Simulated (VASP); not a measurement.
## CaSe: single point with r2SCAN

The system is CaSe.

```
Ca Se
1.0
     0.00000    2.96753    2.82272
     2.96753    0.00000    2.82272
     2.96753    2.96753    0.00000
Ca Se
1 1
Direct
  0.00000 0.00000 0.00000
  0.50000 0.50000 0.50000
```

This cell differs from its parent crystal: uniaxial z strain -4.9%.

```json
{"Program": "VASP 6.6.1", "Task": "single point", "Functional": "r2SCAN", "Potentials or basis": "VASP PAW PBE potentials, release 64 (Ca_sv, Se)", "Cutoff": "520 eV", "k mesh": "8 × 8 × 8", "Occupations": "gaussian, width 0.01 eV", "Spin": "no spin polarisation"}
```

```yaml
Pressure: 3.6 GPa
Band_gap_on_the_k_mesh: 2.33 eV, indirect (least direct gap 3.28 eV)
```

Stress tensor (GPa, compression positive):
```
1.27 0.00 0.00
0.00 1.27 0.00
0.00 0.00 8.12
```

Levels at points of the mesh, in eV from the valence-band top:
```
           k point  band 6  band 7  band 8  band 9  band 10  band 11
(0.00, 0.00, 0.00)   -0.05   -0.05    0.00    4.06     4.06     4.13
(0.50, 0.00, 0.00)   -3.47   -1.34   -1.31    5.14     6.11     6.23
(0.50, 0.50, 0.00)   -2.55   -1.15   -1.15    2.33     5.74     5.92
(0.50, 0.00, 0.50)   -2.74   -0.99   -0.91    2.38     5.51     6.11
```

Wall time 7.4 min on 1 thread of AMD EPYC 7R13, with other jobs on the host, peak memory 0.17 GiB.

Caveat: the cell differs from its parent crystal (uniaxial z strain -4.9%); the PAW data sets were made with another functional, which shifts forces and pressure a little. A k mesh can miss the band edges.
